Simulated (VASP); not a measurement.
La3N2: single point with PBE

Crystal: La3N2.

```
La N
1.0
     5.48525    0.00000    0.00000
     0.00000    5.48525    0.00000
     0.00000    0.00000    4.62459
La N
3 2
Direct
  0.50000 0.00000 0.93108
  0.00000 0.50000 0.93108
  0.50000 0.50000 0.43107
  0.50000 0.00000 0.43107
  0.00000 0.50000 0.43107
```

```
Program             : VASP 6.6.1
Task                : single point
Functional          : PBE
Potentials or basis : VASP PAW PBE potentials, release 64 (La, N)
Cutoff              : 520 eV
k mesh              : 8 × 8 × 6
Occupations         : gaussian, width 0.1 eV
Spin                : no spin polarisation
```

- Pressure: 0.0 GPa

Levels at points of the mesh, in eV from the Fermi level:
| k point | band 20 | band 21 | band 22 | band 23 | band 24 | band 25 |
| --- | --- | --- | --- | --- | --- | --- |
| (0.00, 0.00, 0.00) | -0.89 | -0.59 | -0.13 | -0.13 | 0.06 | 0.11 |
| (0.50, 0.00, 0.00) | 0.03 | 0.05 | 0.08 | 0.58 | 1.11 | 1.21 |
| (0.50, 0.50, 0.00) | -0.12 | -0.12 | 0.05 | 0.05 | 1.25 | 1.37 |
| (0.00, 0.00, 0.50) | -1.56 | -0.94 | -0.21 | -0.06 | 1.42 | 1.42 |
| (0.50, 0.00, 0.50) | -1.79 | -0.19 | 0.48 | 0.60 | 0.87 | 1.21 |
| (0.50, 0.50, 0.50) | -1.13 | -0.92 | -0.92 | 1.65 | 2.00 | 2.06 |

It took 3.3 min on 1 thread of Intel(R) Xeon(R) 6975P-C (Granite Rapids) (shared host), peak memory 0.39 GiB.

Caveat: spin-orbit coupling is left out, which moves the levels of the heavy elements.
